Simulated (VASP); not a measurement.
Write the native input for VASP 6.6.1 that does the following.

* Task: electric field gradients
* Functional: LDA
* Potentials or basis: VASP PAW LDA potentials, release 64 (Cs_sv)
* Cutoff: 520 eV
* k mesh: 9 × 9 × 9
* Occupations: fermi-dirac, width 0.05 eV
* Spin: no spin polarisation
* Dipole correction: no
* Further INCAR settings: ALGO = Normal; EDIFF = 1e-08; NBANDS = 10

The structure of Cs lies in POSCAR:

```
Cs
1.0
   -3.0425171396      3.0425171396      3.0425171396
    3.0425171396     -3.0425171396      3.0425171396
    3.0425171396      3.0425171396     -3.0425171396
Cs
1
Direct
    0.0000000000      0.0000000000      0.0000000000
```

This cell differs from its parent crystal: volume scaled by 1.02.

One way to write it, as run:

INCAR

```
PREC     = Accurate       # precision mode
ENCUT    = 520            # plane-wave cutoff, eV
EDIFF    = 1E-8           # SCF threshold, eV
ISMEAR   = -1             # smearing method
SIGMA    = 0.05           # smearing width, eV
LREAL    = False          # projectors in reciprocal space
LASPH    = True           # aspherical terms in the spheres
NELM     = 80             # most SCF steps
ALGO     = Normal         # electronic algorithm
ISIF     = 2              # what is computed and relaxed
LWAVE    = False          # write WAVECAR
LCHARG   = False          # write CHGCAR
LEFG     = True         
NBANDS   = 10             # bands
```

KPOINTS

```
regular mesh
0
Gamma
  9 9 9
```

Potentials or basis: VASP PAW LDA potentials, release 64 (Cs_sv).

Command:

```sh
$ cat potpaw_LDA.64/Cs_sv/POTCAR > POTCAR
$ mpirun -np 1 vasp_std > vasp.out
```

It gave:

| Property | Result |
| --- | --- |
| Pressure | -0.3 GPa |

Caveat: without QUAD_EFG the Cq values of the log hold for a quadrupole moment of 1 mb, not for the nuclei.

Run time: 12 s on 1 thread of AMD EPYC 9R45 (Zen 5) (shared host), peak memory 0.17 GiB.
